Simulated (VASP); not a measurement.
# NiO (R-3m) in VASP: notebook

Runs on NiO. Level: r2SCAN. Tasks: single point.

Program: VASP 6.6.1. These are calculated values, not measurements. Logs are shortened: lines on timing, memory, paths and dates and some standing lists are left out, and cuts for length are marked.

**1. The cell of the first run**

It takes space group R-3m (No. 166, trigonal). Conventional cell: a = 2.928 Å, b = 2.928 Å, c = 7.141 Å, α = 90.00°, β = 90.00°, γ = 120.00°. Within 2.7 Å of Ni (site symmetry -3m) lie 6 O at 2.07 Å. O (site symmetry -3m) has 6 Ni at 2.07 Å within 2.7 Å.

**2. Single point, r2SCAN, collinear spin, antiferromagnetic start (volume scaled by 0.980)**

Contents of POSCAR:

```
NiO
1.0
    0.0000000000      1.6904081852      4.7609457240
   -1.4639364311     -0.8452040925      4.7609457240
    1.4639364311     -0.8452040925      4.7609457240
Ni O
2 2
Direct
    0.5000000000     -0.5000000000      0.5000000000
    1.0000000000      0.0000000000      1.0000000000
    0.2500000001      0.2500000001      0.2500000001
    0.7499999999      0.7499999999      0.7499999999
```

Contents of INCAR.step1:

```
PREC = Accurate ; ENCUT = 520
ISMEAR = 0 ; SIGMA = 0.05
LREAL = False ; LASPH = True
NELM = 150 ; ISPIN = 2
MAGMOM = 1.73 -1.73 0 0 ; LMAXMIX = 4
NBANDS = 28 ; GGA = PE
ALGO = Normal ; EDIFF = 1E-4
LWAVE = True ; LCHARG = False
```

Contents of INCAR.step2:

```
PREC = Accurate ; ENCUT = 520
EDIFF = 1E-6 ; ISMEAR = 0
SIGMA = 0.05 ; LREAL = False
LASPH = True ; NELM = 150
ALGO = Normal ; ISIF = 2
LWAVE = False ; LCHARG = True
ISPIN = 2 ; MAGMOM = 1.73 -1.73 0 0
LORBIT = 11 ; LMAXMIX = 4
METAGGA = R2SCAN ; LMIXTAU = True
LELF = True ; LVHAR = True
NBANDS = 28 ; ISTART = 1
```

Contents of KPOINTS:

```
regular mesh
0
Gamma
  10 10 10
```

Potentials or basis: VASP PAW PBE potentials, release 64 (Ni, O).

Run with:

```sh
$ cat potpaw_PBE.64/Ni/POTCAR potpaw_PBE.64/O/POTCAR > POTCAR
$ cp INCAR.step1 INCAR
$ mpirun -np 1 vasp_std > vasp.out
$ cp INCAR.step2 INCAR
$ mpirun -np 1 vasp_std > vasp.out
```

OUTCAR:

```text
PREC = Accurate
   ENCUT = 520
   EDIFF = 1E-6
   ISMEAR = 0
   LREAL = False
   LASPH = True
   NELM = 150
   ISIF = 2
   ISPIN = 2
   LORBIT = 11
   METAGGA = R2SCAN
   ISTART = 1

 ion  position               nearest neighbor table
   1  0.500  0.500  0.500-   3 2.07   3 2.07   4 2.07   4 2.07   3 2.07   4 2.07   2 2.92   2 2.92
                             2 2.92   2 2.92   2 2.92   2 2.92
   2  0.000  0.000  0.000-   4 2.07   4 2.07   3 2.07   3 2.07   4 2.07   3 2.07   1 2.92   1 2.92
                             1 2.92   1 2.92   1 2.92   1 2.92
   3  0.250  0.250  0.250-   2 2.07   2 2.07   2 2.07   1 2.07   1 2.07   1 2.07
   4  0.750  0.750  0.750-   2 2.07   2 2.07   2 2.07   1 2.07   1 2.07   1 2.07

  LATTYP: Found a trigonal (rhomboedric) cell.
 ALAT       =     5.0521365796
 COS(alpha) =     0.8320715546

  Lattice vectors:

 A1 = (   0.0000000000,   1.6904081852,   4.7609457240)
 A2 = (  -1.4639364311,  -0.8452040925,   4.7609457240)
 A3 = (   1.4639364311,  -0.8452040925,   4.7609457240)

Analysis of symmetry for initial positions (statically):
=====================================================================
 Subroutine PRICEL returns following result:

  LATTYP: Found a trigonal (rhomboedric) cell.
 ALAT       =     2.9196114261
 COS(alpha) =     0.4971663611

  Lattice vectors:

 A1 = (  -1.4639364311,   0.8452040926,   2.3804728620)
 A2 = (   0.0000000000,  -1.6904081851,   2.3804728620)
 A3 = (   1.4639364311,   0.8452040926,   2.3804728620)

   2 primitive cells build up your supercell.

 Routine SETGRP: Setting up the symmetry group for a
 trigonal (rhombohedral) supercell.

 Subroutine GETGRP returns: Found 12 space group operations
 (whereof 12 operations were pure point group operations)
 out of a pool of 12 trial point group operations.

The static configuration has the point symmetry D_3d.

Analysis of symmetry for dynamics (positions and initial velocities):
=====================================================================
 Subroutine PRICEL returns following result:

  LATTYP: Found a trigonal (rhomboedric) cell.
 ALAT       =     2.9196114261
 COS(alpha) =     0.4971663611

  Lattice vectors:

 A1 = (  -1.4639364311,   0.8452040926,   2.3804728620)
 A2 = (   0.0000000000,  -1.6904081851,   2.3804728620)
 A3 = (   1.4639364311,   0.8452040926,   2.3804728620)

   2 primitive cells build up your supercell.

 Routine SETGRP: Setting up the symmetry group for a
 trigonal (rhombohedral) supercell.

 Subroutine GETGRP returns: Found 12 space group operations
 (whereof 12 operations were pure point group operations)
 out of a pool of 12 trial point group operations.

The dynamic configuration has the point symmetry D_3d.

Analysis of structural, dynamic, and magnetic symmetry:
=====================================================================
 Subroutine PRICEL returns following result:

  LATTYP: Found a trigonal (rhomboedric) cell.
 ALAT       =     2.9196114261
 COS(alpha) =     0.4971663611

  Lattice vectors:

 A1 = (  -1.4639364311,   0.8452040926,   2.3804728620)
 A2 = (   0.0000000000,  -1.6904081851,   2.3804728620)
 A3 = (   1.4639364311,   0.8452040926,   2.3804728620)

   2 primitive cells build up your supercell.

 Routine SETGRP: Setting up the symmetry group for a
 trigonal (rhombohedral) supercell.

 Subroutine GETGRP returns: Found 12 space group operations
 (whereof 12 operations were pure point group operations)
 out of a pool of 12 trial point group operations.

The overall configuration has the point symmetry D_3d.

 Subroutine INISYM returns: Found 12 space group operations
 (whereof 12 operations are pure point group operations),
 and found     2 'primitive' translations

----------------------------------------------------------------------------------------

                                     Primitive cell

  volume of cell :      17.6725

  direct lattice vectors                    reciprocal lattice vectors
    -1.463936431  0.845204093  2.380472862    -0.341544885  0.197191031  0.140028201
     0.000000000 -1.690408185  2.380472862    -0.000000000 -0.394382063  0.140028201
     1.463936431  0.845204093  2.380472862     0.341544885  0.197191031  0.140028201

  length of vectors
     2.919611426  2.919611426  2.919611426     0.418503415  0.418503415  0.418503415

  position of ions in fractional coordinates (direct lattice)
     0.000000000  0.000000000  0.000000000
     0.500000000  0.500000000  0.500000000

  ion indices of the primitive-cell ions
   primitive index   ion index
                 1           1
                 2           3

----------------------------------------------------------------------------------------

 KPOINTS: regular mesh

Automatic generation of k-mesh.
 Grid dimensions read from file:
 generate k-points for:   10   10   10

 Generating k-lattice:

  Cartesian coordinates                     Fractional coordinates (reciprocal lattice)
     0.000000000  0.039438206  0.007001410     0.100000000  0.000000000  0.000000000
    -0.034154488 -0.019719103  0.007001410    -0.000000000  0.100000000  0.000000000
     0.034154488 -0.019719103  0.007001410    -0.000000000  0.000000000  0.100000000

  Length of vectors
     0.040054861  0.040054861  0.040054861

  Shift w.r.t. Gamma in fractional coordinates (k-lattice)
     0.000000000  0.000000000  0.000000000

 Subroutine IBZKPT returns following result:
 ===========================================

 Found    116 irreducible k-points:

 Following reciprocal coordinates:
            Coordinates               Weight
  0.000000  0.000000  0.000000      1.000000
  0.100000  0.000000  0.000000      6.000000
  0.200000  0.000000  0.000000      6.000000
  0.300000 -0.000000 -0.000000      6.000000
  0.400000  0.000000  0.000000      6.000000
  0.500000 -0.000000 -0.000000      3.000000
[... 16 lines left out ...]
  0.300000  0.300000 -0.000000      6.000000
  0.400000  0.300000  0.000000     12.000000
 [... further k-points ...]
   k-points           NKPTS =    116   k-points in BZ     NKDIM =    116   number of bands    NBANDS=     28
   number of dos      NEDOS =    301   number of ions     NIONS =      4
   total plane-waves  NPLWV =  64000
   dimension x,y,z NGX =    40 NGY =   40 NGZ =   40
   dimension x,y,z NGXF=    80 NGYF=   80 NGZF=   80
   ions per type =               2   2
   NGX,Y,Z   is equivalent  to a cutoff of  13.16, 13.16, 13.16 a.u.
   NGXF,Y,Z  is equivalent  to a cutoff of  26.32, 26.32, 26.32 a.u.
 SYSTEM =  unknown system
   PREC   = accura    normal or accurate (medium, high low for compatibility)
   ISTART =      1    job   : 0-new  1-cont  2-samecut
   ICHARG =      0    charge: 1-file 2-atom 10-const
   ISPIN  =      2    spin polarized calculation?
   LNONCOLLINEAR =      F non collinear calculations
   LSORBIT =      F    spin-orbit coupling
   LASPH  =      T    aspherical Exc in radial PAW
   ENCUT  =  520.0 eV  38.22 Ry    6.18 a.u.   9.39  9.39  9.39*2*pi/ulx,y,z
   NELM   =    150;   NELMIN=  2; NELMDL=  0     # of ELM steps
   EDIFF  = 0.1E-05   stopping-criterion for ELM
   LREAL  =      F    real-space projection
   EDIFFG = 0.1E-04   stopping-criterion for IOM
   NSW    =      0    number of steps for IOM
   IBRION =     -1    ionic relax: 0-MD 1-quasi-New 2-CG
   NFREE  =      0    steps in history (QN), initial steepest desc. (CG)
   ISIF   =      2    stress and relaxation
   ISYM   =      2    0-nonsym 1-usesym 2-fastsym
   POTIM  = 0.5000    time-step for ionic-motion
   TEBEG  =    0.0;   TEEND  =   0.0 temperature during run
   PSTRESS=    0.0 pullay stress
   NELECT =      32.0000    total number of electrons
   NUPDOWN=      -1.0000    fix difference up-down
   EMIN   =  10.00;   EMAX   =-10.00  energy-range for DOS
   EFERMI =   0.00;   METHOD = LEGACY
   ISMEAR =     0;   SIGMA  =   0.05  broadening in eV -4-tet -1-fermi 0-gaus
   EFERMI_NEDOS =   21; number of points for ismear=-14 and -15
   IALGO  =     38    algorithm
   IMIX   =      4    mixing-type and parameters
     AMIX     =   0.40;   BMIX     =  1.00
     AMIX_MAG =   1.60;   BMIX_MAG =  1.00
  volume/ion in A,a.u.               =       8.84        59.63
  Fermi-wavevector in a.u.,A,eV,Ry     =   1.583733  2.992822 34.126287  2.508211
  Thomas-Fermi vector in A             =   2.683459
   LORBIT       =     11    0 simple, 1 ext, 2 COOP (PROOUT), +10 PAW based schemes
   METAGGA = R2SCAN    functional components
   LHFCALC =     F    Hartree Fock is set to
   AEXX    =    0.0000 exact exchange contribution
   IVDW    =     0    specifies the selected vdW correction
   LEPSILON=     F    determine dielectric tensor
   LRPA    =     F    only Hartree local field effects (RPA)
 spin polarized calculation
 Gauss-broadening in eV      SIGMA  =   0.05
  energy-cutoff  :      520.00
  volume of cell :       35.35
 maximum number of plane-waves:       989
 NGX is ok and might be reduce to    40
   NGX = 19   NGY = 19   NGZ = 19

 number of electron      32.0000007 magnetization      -0.0000000

 Free energy of the ion-electron system (eV)
  ---------------------------------------------------
  ext. energy  EPLUGINS =         0.00000000
  ---------------------------------------------------
  free energy    TOTEN  =       -40.55220311 eV

  energy without entropy =      -40.55220311  energy(sigma->0) =      -40.55220311

 E-fermi :   7.5658     XC(G=0): -13.6042

 val. band max:        7.2433019100   @ k =   0.4000   0.4000   0.3000
 cond. band min:       9.5621231195   @ k =   0.5000   0.3000   0.3000
 fundamental gap:      2.3188212095
 Fermi energy:         7.5658483568

 spin component 1

 k-point     1 :       0.0000    0.0000    0.0000
  band No.  band energies     occupation
      1     -13.2673      1.00000
      2     -11.8012      1.00000
      3      -0.3162      1.00000
      4       2.1221      1.00000
      5       2.1221      1.00000
      6       5.1311      1.00000
[... 20 lines left out ...]
     27      28.1510      0.00000
     28      30.8034      0.00000

 k-point     2 :       0.1000    0.0000    0.0000
  band No.  band energies     occupation
      1     -13.1586      1.00000
      2     -11.7857      1.00000
      3      -0.1325      1.00000
      4       2.0765      1.00000
      5       2.1534      1.00000
      6       4.1003      1.00000
[... 674 lines left out ...]
 k-point    24 :       0.4000    0.3000    0.0000
  band No.  band energies     occupation
      1     -12.1279      1.00000
      2     -11.7534      1.00000
      3       0.5706      1.00000
      4       1.0793      1.00000
      5       2.2865      1.00000
      6       2.4410      1.00000
[... 20 lines left out ...]
     27      27.9764      0.00000
     28      30.9412      0.00000

 [... further k-points ...]

 spin component 2

 k-point     1 :       0.0000    0.0000    0.0000
  band No.  band energies     occupation
      1     -13.2673      1.00000
      2     -11.8012      1.00000
      3      -0.3162      1.00000
      4       2.1221      1.00000
      5       2.1221      1.00000
      6       5.1311      1.00000
[... 20 lines left out ...]
     27      28.1510      0.00000
     28      30.8034      0.00000

 k-point     2 :       0.1000    0.0000    0.0000
  band No.  band energies     occupation
      1     -13.1586      1.00000
      2     -11.7857      1.00000
      3      -0.1325      1.00000
      4       2.0765      1.00000
      5       2.1534      1.00000
      6       4.1003      1.00000
[... 674 lines left out ...]
 k-point    24 :       0.4000    0.3000    0.0000
  band No.  band energies     occupation
      1     -12.1279      1.00000
      2     -11.7534      1.00000
      3       0.5706      1.00000
      4       1.0793      1.00000
      5       2.2865      1.00000
      6       2.4410      1.00000
[... 20 lines left out ...]
     27      27.9764      0.00000
     28      30.9412      0.00000

 [... further k-points ...]

------------------------ aborting loop because EDIFF is reached ----------------------------------------

  FORCE on cell =-STRESS in cart. coord.  units (eV):
  Direction    XX          YY          ZZ          XY          YZ          ZX
  --------------------------------------------------------------------------------------
  -------------------------------------------------------------------------------------
  Total        1.0276195      1.0276195      1.0334752      0.0000000      0.0000000      0.0000000
  in kB       46.5816244     46.5816244     46.8470620      0.0000000      0.0000000      0.0000000
  external PRESSURE =      46.6701036 kB  Pullay stress =       0.0000000 kB

 VOLUME and BASIS-vectors are now :
 -----------------------------------------------------------------------------
  energy-cutoff  :      520.00
  volume of cell :       35.35
      direct lattice vectors                 reciprocal lattice vectors
     0.000000000  1.690408185  4.760945724     0.000000000  0.394382063  0.070014101
    -1.463936431 -0.845204092  4.760945724    -0.341544885 -0.197191031  0.070014101
     1.463936431 -0.845204092  4.760945724     0.341544885 -0.197191031  0.070014101

 POSITION                                       TOTAL-FORCE (eV/Angst)
 -----------------------------------------------------------------------------------
      0.00000      0.00000      7.14142        -0.000000     -0.000000     -0.000000
      0.00000      0.00000      0.00000         0.000000     -0.000000     -0.000000
      0.00000      0.00000      3.57071         0.000000      0.000000     -0.000000
      0.00000      0.00000     10.71213         0.000000      0.000000      0.000000
 -----------------------------------------------------------------------------------
    total drift:                               -0.000000     -0.000000     -0.000000

  FREE ENERGIE OF THE ION-ELECTRON SYSTEM (eV)
  ---------------------------------------------------
  free  energy   TOTEN  =       -40.5522031060 eV

  energy  without entropy=      -40.5522031060  energy(sigma->0) =      -40.55220311

 total charge

# of ion       s       p       d       tot
------------------------------------------
    1        0.343   0.439   8.226   9.009
    2        0.343   0.439   8.226   9.009
    3        1.560   3.493   0.000   5.053
    4        1.560   3.493   0.000   5.053
--------------------------------------------------
tot          3.807   7.864  16.452  28.123

 magnetization (x)

# of ion       s       p       d       tot
------------------------------------------
    1       -0.007  -0.013   1.568   1.548
    2        0.007   0.013  -1.568  -1.548
    3        0.000   0.000   0.000   0.000
    4        0.000   0.000   0.000   0.000
--------------------------------------------------
tot          0.000  -0.000   0.000  -0.000
```

Wall time 31 min (1 thread of Intel Xeon 6975P-C, shared host); peak memory 0.42 GiB.

Results:

```yaml
Free_energy: -40.5522 eV
Pressure: 4.7 GPa
Band_gap_on_the_k_mesh: 2.32 eV
Net_moment: 0.00 μB per cell
Site_moments: Ni +1.55, -1.55; O +0.00 μB
Valence_electrons_inside_the_program's_atomic_spheres: Ni 9.01; O 5.05
```

Caveat: the PAW data sets were made with another functional, which shifts forces and pressure a little. A k mesh can miss the band edges.

[end of part 1 of 2]
